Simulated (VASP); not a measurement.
# H (P4/mmm) in VASP: notebook, part 2 of 2

VASP 6.6.1.

## (4) Single point, PBEsol (strain +0.040 along x and y, +0.080 along z)

File INCAR:

```
ALGO = Normal
EDIFF = 1E-6
ENCUT = 520
GGA = PS
ISIF = 2
ISMEAR = 0
LASPH = True
LCHARG = True
LELF = True
LREAL = False
LVHAR = True
LWAVE = False
NBANDS = 6
NELM = 100
PREC = Accurate
SIGMA = 0.05
```

File KPOINTS:

```
k-points
0
Gamma
  10 10 26
```

File POSCAR:

```
H
1.0
    2.7556242885      0.0000000000      0.0000000000
    0.0000000000      2.7556242885      0.0000000000
    0.0000000000      0.0000000000      1.0589323536
H
1
Direct
    0.0000000000      0.0000000000      0.5000000000
```

Started as:

```console
$ cat potpaw_PBE.64/H/POTCAR > POTCAR
$ mpirun -np 1 vasp_std > vasp.out
```

Run time: 18 s. Hardware: 1 thread of Intel Xeon 8259CL, shared host; peak memory 0.11 GiB.

Results (log left out):

| Item | Value |
| --- | --- |
| Free energy | -2.9238 eV |
| Pressure | -5.2 GPa |

Stress tensor (GPa, compression positive):
```
  0.96   0.00   0.00
  0.00   0.96   0.00
  0.00   0.00 -17.40
```

Levels at points of the mesh, in eV from the Fermi level:
```tsv
k point	band 1	band 2	band 3	band 4
(0.00, 0.00, 0.00)	-9.50	9.76	15.19	15.19
(0.50, 0.00, 0.00)	-8.17	3.18	15.91	17.95
(0.50, 0.50, 0.00)	-7.10	6.70	6.70	9.95
(0.00, 0.00, 0.50)	20.13	27.29	41.34	46.15
(0.50, 0.00, 0.50)	20.91	29.47	36.55	36.88
(0.50, 0.50, 0.50)	21.55	31.29	39.98	39.98
```

Caveat: the cell differs from its parent crystal (strain +0.040 along x and y, +0.080 along z); the PAW data sets were made with another functional, which shifts forces and pressure a little.

## (5) Single point, PBEsol (strain +0.080 along x and y, +0.040 along z)

File INCAR:

```
SYSTEM = H
ALGO = Normal
EDIFF = 1E-7
ENCUT = 520
GGA = PS
ISIF = 2
ISMEAR = 0
LASPH = .True.
LCHARG = .False.
LREAL = .False.
LWAVE = .False.
NBANDS = 6
NELM = 60
PREC = Accurate
SIGMA = 0.05
```

File KPOINTS:

```
k-points
0
Gamma
  10 10 26
  0 0 0
```

File POSCAR:

```
H
1.0
    2.8616098380      0.0000000000      0.0000000000
    0.0000000000      2.8616098380      0.0000000000
    0.0000000000      0.0000000000      1.0197126368
H
1
Direct
    0.0000000000      0.0000000000      0.5000000000
```

Started as:

```console
$ cat potpaw_PBE.64/H/POTCAR > POTCAR
$ mpirun -np 1 vasp_std > vasp.out
```

It took 22 s on 1 thread of Intel Xeon 8259CL, shared host; peak memory 0.12 GiB.

Results (log left out):

```yaml
Free_energy: -2.9513 eV
Pressure: -2.4 GPa
```

Stress tensor (GPa, compression positive):
```
 0.41  0.00  0.00
 0.00  0.41  0.00
 0.00  0.00 -7.89
```

Levels at points of the mesh, in eV from the Fermi level:
| k point | band 1 | band 2 | band 3 | band 4 | band 5 |
| --- | --- | --- | --- | --- | --- |
| (0.00, 0.00, 0.00) | -9.77 | 8.71 | 13.95 | 13.95 | 16.75 |
| (0.50, 0.00, 0.00) | -8.72 | 3.04 | 14.51 | 16.40 | 21.62 |
| (0.50, 0.50, 0.00) | -7.87 | 6.22 | 6.22 | 9.46 | 32.99 |
| (0.00, 0.00, 0.50) | 22.39 | 29.73 | 43.13 | 47.43 | 49.74 |
| (0.50, 0.00, 0.50) | 22.99 | 31.52 | 39.07 | 39.35 | 49.28 |
| (0.50, 0.50, 0.50) | 23.47 | 33.00 | 42.17 | 42.17 | 42.60 |

Caveat: the cell differs from its parent crystal (strain +0.080 along x and y, +0.040 along z); the PAW data sets were made with another functional, which shifts forces and pressure a little.

## (6) Single point, PBEsol (strain +0.080 along x and y, +0.080 along z)

File INCAR:

```
SYSTEM = H
PREC     = Accurate       ! precision mode
ENCUT    = 520            ! plane-wave cutoff, eV
EDIFF    = 1E-6           ! SCF threshold, eV
ISMEAR   = 0              ! smearing method
SIGMA    = 0.05           ! smearing width, eV
LREAL    = .False.        ! projectors in reciprocal space
LASPH    = .True.         ! aspherical terms in the spheres
NELM     = 60             ! most SCF steps
ALGO     = Normal         ! electronic algorithm
ISIF     = 2              ! what is computed and relaxed
LWAVE    = .False.        ! write WAVECAR
LCHARG   = .True.         ! write CHGCAR
GGA      = PS             ! functional
LELF     = .True.         ! ELF
LVHAR    = .True.       
NBANDS   = 6              ! bands
```

File KPOINTS:

```
Automatic mesh
0
Gamma
  10 10 26
  0 0 0
```

Changes to POSCAR since step 5:

```diff
@@ -4,3 +4,3 @@
     0.0000000000      2.8616098380      0.0000000000
-    0.0000000000      0.0000000000      1.0197126368
+    0.0000000000      0.0000000000      1.0589323536
 H
```

Potentials or basis: VASP PAW PBE potentials, release 64 (H).

Started as:

```console
$ cat potpaw_PBE.64/H/POTCAR > POTCAR
$ mpirun -np 1 vasp_std > vasp.out
```

OUTCAR:

```text
SYSTEM = H
   PREC = Accurate
   ENCUT = 520
   EDIFF = 1E-6
   ISMEAR = 0
   LREAL = .False.
   LASPH = .True.
   NELM = 60
   ISIF = 2
   GGA = PS

 ion  position               nearest neighbor table
   1  0.000  0.000  0.500-

  LATTYP: Found a simple tetragonal cell.
 ALAT       =     2.8616098380
 C/A-ratio  =     0.3700477750

  Lattice vectors:

[... 394 lines left out ...]
      2       4.2367      0.00000
      3      11.2848      0.00000
      4      12.5005      0.00000
      5      20.0346      0.00000
      6      24.1624      0.00000

 [... further k-points ...]

------------------------ aborting loop because EDIFF is reached ----------------------------------------

  FORCE on cell =-STRESS in cart. coord.  units (eV):
  Direction    XX          YY          ZZ          XY          YZ          ZX
  --------------------------------------------------------------------------------------
  -------------------------------------------------------------------------------------
  Total        0.0266019      0.0266019     -0.8615995      0.0000000     -0.0000000      0.0000000
  in kB        4.9151125      4.9151125   -159.1941001      0.0000000     -0.0000000      0.0000000
  external PRESSURE =     -49.7879583 kB  Pullay stress =       0.0000000 kB

 VOLUME and BASIS-vectors are now :
 -----------------------------------------------------------------------------
  energy-cutoff  :      520.00
  volume of cell :        8.67
      direct lattice vectors                 reciprocal lattice vectors
     2.861609838  0.000000000  0.000000000     0.349453649  0.000000000  0.000000000
     0.000000000  2.861609838  0.000000000     0.000000000  0.349453649  0.000000000
     0.000000000  0.000000000  1.058932354     0.000000000  0.000000000  0.944347386

 POSITION                                       TOTAL-FORCE (eV/Angst)
 -----------------------------------------------------------------------------------
      0.00000      0.00000      0.52947         0.000000      0.000000      0.000000
 -----------------------------------------------------------------------------------
    total drift:                                0.000000      0.000000      0.000000

  FREE ENERGIE OF THE ION-ELECTRON SYSTEM (eV)
  ---------------------------------------------------
  free  energy   TOTEN  =        -2.9273416158 eV

  energy  without entropy=       -2.9273416158  energy(sigma->0) =       -2.92734162
```

OSZICAR:

```text
N       E                     dE             d eps       ncg     rms          rms(c)
DAV:   1    -0.288005051249E+01   -0.28801E+01   -0.22410E+02  3672   0.690E+01
DAV:   2    -0.298502561050E+01   -0.10498E+00   -0.10498E+00  4596   0.588E+00
DAV:   3    -0.298509070789E+01   -0.65097E-04   -0.65097E-04  3954   0.149E-01
DAV:   4    -0.298509073213E+01   -0.24237E-07   -0.24237E-07  5220   0.269E-03
DAV:   5    -0.298509073214E+01   -0.87539E-11   -0.87560E-11  3894   0.349E-05    0.140E+00
DAV:   6    -0.294507917690E+01    0.40012E-01   -0.13317E-02  3810   0.355E-01    0.828E-01
DAV:   7    -0.292600018051E+01    0.19079E-01   -0.27297E-02  3876   0.557E-01    0.850E-02
DAV:   8    -0.292731691379E+01   -0.13167E-02   -0.12251E-03  3768   0.131E-01    0.852E-03
DAV:   9    -0.292733571438E+01   -0.18801E-04   -0.11780E-05  4476   0.144E-02    0.393E-03
DAV:  10    -0.292734160306E+01   -0.58887E-05   -0.71696E-06  3684   0.114E-02    0.260E-04
DAV:  11    -0.292734161584E+01   -0.12777E-07   -0.18170E-08  4536   0.838E-04
   1 F= -.29273416E+01 E0= -.29273416E+01  d E =-.239431E-14
```

Run time: 22 s. Hardware: 1 thread of Intel Xeon 8259CL, shared host; peak memory 0.12 GiB.

What came out:

```yaml
Free_energy: -2.9273 eV
Pressure: -5.0 GPa
```

Stress tensor (GPa, compression positive):
```
  0.49   0.00   0.00
  0.00   0.49   0.00
  0.00   0.00 -15.92
```

Caveat: the cell differs from its parent crystal (strain +0.080 along x and y, +0.080 along z); the PAW data sets were made with another functional, which shifts forces and pressure a little.

## (7) The runs side by side

| cell | gap on the mesh (eV) | pressure (GPa) |
| --- | --- | --- |
| a = 2.862, b = 2.862, c = 0.941 Å, 1 atom | none | 5.1 |
| a = 2.862, b = 2.862, c = 0.980 Å, 1 atom | none | 1.0 |
| a = 2.756, b = 2.756, c = 1.059 Å, 1 atom | none | -5.2 |
| a = 2.862, b = 2.862, c = 1.020 Å, 1 atom | none | -2.4 |
| a = 2.862, b = 2.862, c = 1.059 Å, 1 atom | none | -5.0 |

Alike in all rows: task single point; level PBEsol; potentials or basis VASP PAW PBE potentials, release 64 (H); no spin polarisation; k mesh 10 × 10 × 26; cutoff (eV) 520; smearing gaussian 0.05 eV.

Caveats: the PAW data sets were made with another functional, which shifts forces and pressure a little.

Total energies depend on the potentials used, so only differences within one code and one set of settings carry meaning.
